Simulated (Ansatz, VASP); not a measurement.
Mg7Se: VASP beside Ansatz

```
CELL_PARAMETERS angstrom
0.00000 4.46937 4.46937
4.46937 0.00000 4.46937
4.46937 4.46937 0.00000
ATOMIC_POSITIONS crystal
Mg 0.00000 0.00000 0.50000
Mg 0.50000 0.00000 0.50000
Mg 0.00000 0.50000 0.50000
Mg 0.50000 0.50000 0.00000
Mg 0.00000 0.50000 0.00000
Mg 0.50000 0.00000 0.00000
Mg 0.50000 0.50000 0.50000
Se 0.00000 0.00000 0.00000
```

Change from the starting cell: species swapped into the Zn7Mo type (Fm-3m, No. 225).

Alike in both runs: functional PBE; k mesh 6 × 6 × 6; occupations gaussian, width 0.1 eV; no spin polarisation.

Ansatz relaxed the structure, and its values are those at the end. VASP's run is a single point on that final structure, the one shown.

```csv
,VASP,Ansatz
version,VASP 6.6.1,Ansatz 0.2.0
potentials or method,"VASP PAW PBE potentials, release 64 (Mg, Se), cutoff 520 eV","scalar-relativistic, plane waves, PAW"
valence electrons in the cell,20,86
```

```csv
,VASP,Ansatz,Ansatz less VASP
gap on the k mesh at the Fermi level (eV),none,none,-
pressure (GPa),-0.1,0.0,+0.13
```

A gap of «none» marks a metal or a gap that the smearing closes. VASP's potentials hold 20 valence electrons a cell and Ansatz's 86, so a difference there can come from the potentials and not from the codes.
